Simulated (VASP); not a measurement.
# Li (Fm-3m) in VASP: notebook, part 2 of 2

VASP 6.6.1. Earlier steps stand in the parts before.

### 5 Single point, PBEsol

This run uses another cell than the first one, of 20.16 Å³/atom.

INCAR reads:

```
  ALGO = Normal
  EDIFF = 1E-6
  ENCUT = 520
  GGA = PS
  ISIF = 2
  ISMEAR = -1
  LASPH = T
  LCHARG = T
  LELF = T
  LREAL = F
  LVHAR = T
  LWAVE = F
  NBANDS = 8
  NELM = 80
  PREC = Accurate
  SIGMA = 0.05
```

KPOINTS reads:

```
k-points
0
Gamma
  10 10 10
```

POSCAR reads:

```
Li
1.0
    0.0000000000      2.1603070032      2.1603070032
    2.1603070032      0.0000000000      2.1603070032
    2.1603070032      2.1603070032      0.0000000000
Li
1
Direct
    0.0000000000      0.0000000000      0.0000000000
```

Potentials or basis: VASP PAW PBE potentials, release 64 (Li_sv).

Started as:

```
> cat potpaw_PBE.64/Li_sv/POTCAR > POTCAR
> mpirun -np 1 vasp_std > vasp.out
```

OUTCAR:

```text
EDIFF = 1E-6
   ENCUT = 520
   GGA = PS
   ISIF = 2
   ISMEAR = -1
   LASPH = T
   LREAL = F
   NELM = 80
   PREC = Accurate

 ion  position               nearest neighbor table
   1  0.000  0.000  0.000-

  LATTYP: Found a face centered cubic cell.
 ALAT       =     4.3206140064

  Lattice vectors:

 A1 = (   0.0000000000,   2.1603070032,   2.1603070032)
 A2 = (   2.1603070032,   0.0000000000,   2.1603070032)
 A3 = (   2.1603070032,   2.1603070032,   0.0000000000)

Analysis of symmetry for initial positions (statically):
=====================================================================
 Subroutine PRICEL returns:
 Original cell was already a primitive cell.

 Routine SETGRP: Setting up the symmetry group for a
 face centered cubic supercell.

 Subroutine GETGRP returns: Found 48 space group operations
 (whereof 48 operations were pure point group operations)
 out of a pool of 48 trial point group operations.

The static configuration has the point symmetry O_h .

Analysis of symmetry for dynamics (positions and initial velocities):
=====================================================================
 Subroutine PRICEL returns:
 Original cell was already a primitive cell.

 Routine SETGRP: Setting up the symmetry group for a
 face centered cubic supercell.

 Subroutine GETGRP returns: Found 48 space group operations
 (whereof 48 operations were pure point group operations)
 out of a pool of 48 trial point group operations.

The dynamic configuration has the point symmetry O_h .

 Subroutine INISYM returns: Found 48 space group operations
 (whereof 48 operations are pure point group operations),
 and found     1 'primitive' translations

----------------------------------------------------------------------------------------

                                     Primitive cell
[... 107 lines left out ...]
   IMIX   =      4    mixing-type and parameters
     AMIX     =   0.40;   BMIX     =  1.00
     AMIX_MAG =   1.60;   BMIX_MAG =  1.00
  volume/ion in A,a.u.               =      20.16       136.07
  Fermi-wavevector in a.u.,A,eV,Ry     =   0.867474  1.639288 10.238535  0.752511
  Thomas-Fermi vector in A             =   1.986013
   LORBIT       =      0    0 simple, 1 ext, 2 COOP (PROOUT), +10 PAW based schemes
   GGA     = PS    functional components
   LHFCALC =     F    Hartree Fock is set to
   AEXX    =    0.0000 exact exchange contribution
   IVDW    =     0    specifies the selected vdW correction
   LEPSILON=     F    determine dielectric tensor
   LRPA    =     F    only Hartree local field effects (RPA)
 non-spin polarized calculation
  energy-cutoff  :      520.00
  volume of cell :       20.16
 maximum number of plane-waves:       552
   NGX = 11   NGY = 11   NGZ = 11

 number of electron       2.9999995 magnetization

 Free energy of the ion-electron system (eV)
  ---------------------------------------------------
  ext. energy  EPLUGINS =         0.00000000
  ---------------------------------------------------
  free energy    TOTEN  =        -1.96899363 eV

  energy without entropy =       -1.96444991  energy(sigma->0) =       -1.96672177

 E-fermi :   0.5842     XC(G=0):  -7.0304

 val. band max:        0.3967967999   @ k =  -0.4000   0.1000   0.0000
 cond. band min:       0.6212566812   @ k =   0.5000   0.0000   0.0000
 fundamental gap:      0.2244598813
 Fermi energy:         0.5842261183

 k-point     1 :       0.0000    0.0000    0.0000
  band No.  band energies     occupation
      1     -45.2620      2.00000
      2      -2.9204      2.00000
      3      15.0677      0.00000
      4      15.0678      0.00000
      5      15.0678      0.00000
      6      18.9203      0.00000
      7      18.9203      0.00000
      8      18.9203      0.00000
[... 243 lines left out ...]
 k-point    24 :       0.4000    0.3000    0.0000
  band No.  band energies     occupation
      1     -45.2413      2.00000
      2       0.1541      1.99963
      3       8.0624      0.00000
      4       9.3222      0.00000
      5       9.9410      0.00000
      6      13.3857      0.00000
      7      16.2169      0.00000
      8      25.9764      0.00000

 [... further k-points ...]

------------------------ aborting loop because EDIFF is reached ----------------------------------------

  FORCE on cell =-STRESS in cart. coord.  units (eV):
  Direction    XX          YY          ZZ          XY          YZ          ZX
  --------------------------------------------------------------------------------------
  -------------------------------------------------------------------------------------
  Total       -0.0069958     -0.0069958     -0.0069958     -0.0000000     -0.0000000      0.0000000
  in kB       -0.5558716     -0.5558716     -0.5558716     -0.0000000     -0.0000000      0.0000000
  external PRESSURE =      -0.5558716 kB  Pullay stress =       0.0000000 kB

 VOLUME and BASIS-vectors are now :
 -----------------------------------------------------------------------------
  energy-cutoff  :      520.00
  volume of cell :       20.16
      direct lattice vectors                 reciprocal lattice vectors
     0.000000000  2.160307003  2.160307003    -0.231448585  0.231448585  0.231448585
     2.160307003  0.000000000  2.160307003     0.231448585 -0.231448585  0.231448585
     2.160307003  2.160307003  0.000000000     0.231448585  0.231448585 -0.231448585

 POSITION                                       TOTAL-FORCE (eV/Angst)
 -----------------------------------------------------------------------------------
      0.00000      0.00000      0.00000        -0.000000      0.000000      0.000000
 -----------------------------------------------------------------------------------
    total drift:                               -0.000000      0.000000     -0.000000

  FREE ENERGIE OF THE ION-ELECTRON SYSTEM (eV)
  ---------------------------------------------------
  free  energy   TOTEN  =        -1.9689936286 eV

  energy  without entropy=       -1.9644499063  energy(sigma->0) =       -1.96672177
```

Run time: 5.4 s. Hardware: 1 thread of Intel Xeon 8259CL, shared host; peak memory 0.13 GiB.

What came out:

| Quantity | Value |
| --- | --- |
| Free energy | -1.9690 eV |
| Band gap on the k mesh | zero (an odd number of electrons rules out a gap without spin polarisation) |

Caveat: the cutoff is under 1.25 times the usual one of these potentials, so pressure, stress and relaxed cells hold a basis-set (Pulay) error; the PAW data sets were made with another functional, which shifts forces and pressure a little.

### 6 The runs side by side

```tsv
level	potentials or basis	cell	gap on the mesh (eV)
LDA	VASP PAW LDA potentials, release 64 (Li_sv)	a = 2.992 Å, angles 60.0°, 1 atom	none
BLYP	VASP PAW PBE potentials, release 64 (Li_sv)	a = 3.044 Å, angles 60.0°, 1 atom	none
PBE	VASP PAW PBE potentials, release 64 (Li_sv)	a = 3.056 Å, angles 60.0°, 1 atom	none
PBEsol	VASP PAW PBE potentials, release 64 (Li_sv)	a = 3.055 Å, angles 60.0°, 1 atom	none
```

Alike in all rows: task single point; no spin polarisation; k mesh 10 × 10 × 10; cutoff (eV) 520; smearing fermi-dirac 0.05 eV.

Caveats: the cutoff is under 1.25 times the usual one of these potentials, so pressure, stress and relaxed cells hold a basis-set (Pulay) error; the PAW data sets were made with another functional, which shifts forces and pressure a little (at least some runs).

Total energies depend on the potentials used, so only differences within one code and one set of settings carry meaning.

The gap in the log of VASP goes by the Fermi energy; the results here count the filled bands.